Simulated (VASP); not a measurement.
Input of a VASP 6.6.1 run:

The input INCAR:

```
SYSTEM = In3As
PREC = Accurate
ENCUT = 520
EDIFF = 1E-7
ISMEAR = 0
SIGMA = 0.15
LREAL = .False.
LASPH = .True.
NELM = 60
ALGO = Fast
ISIF = 2
LWAVE = .False.
LCHARG = .False.
GGA = PS
IVDW = 12
NBANDS = 30
```

The input KPOINTS:

```
Automatic mesh
0
Gamma
  10 10 10
  0 0 0
```

File POSCAR:

```
In3As
1.0
    4.5024438172      0.0000000000      0.0000000000
    0.0000000000      4.3673705027      0.0000000000
    0.0000000000      0.0000000000      4.5024438172
In As
3 1
Direct
    0.0000000000      0.5000000000      0.5000000000
    0.5000000000      0.0000000000      0.5000000000
    0.5000000000      0.5000000000      0.0000000000
    0.0000000000      0.0000000000      0.0000000000
```

Potentials or basis: VASP PAW PBE potentials, release 64 (In_d, As).

The run is started by

```bash
$ cat potpaw_PBE.64/In_d/POTCAR potpaw_PBE.64/As/POTCAR > POTCAR
$ mpirun -np 1 vasp_std > vasp.out
```

Predict the dispersion energy per atom.

-0.409 eV.

Predict the pressure.

1.9 GPa.

Predict the band gap on the k mesh.

zero (bands 22 and 23 overlap by 4.98 eV).

Stress tensor (GPa, compression positive):
```
2.15 0.00 0.00
0.00 1.49 0.00
0.00 0.00 2.15
```

Caveat: the cell differs from its parent crystal (strain -0.0300 x Voigt [0, 1, 0, 0, 0, 0]); the PAW data sets were made with another functional, which shifts forces and pressure a little; spin-orbit coupling is left out, which moves the levels of the heavy elements.
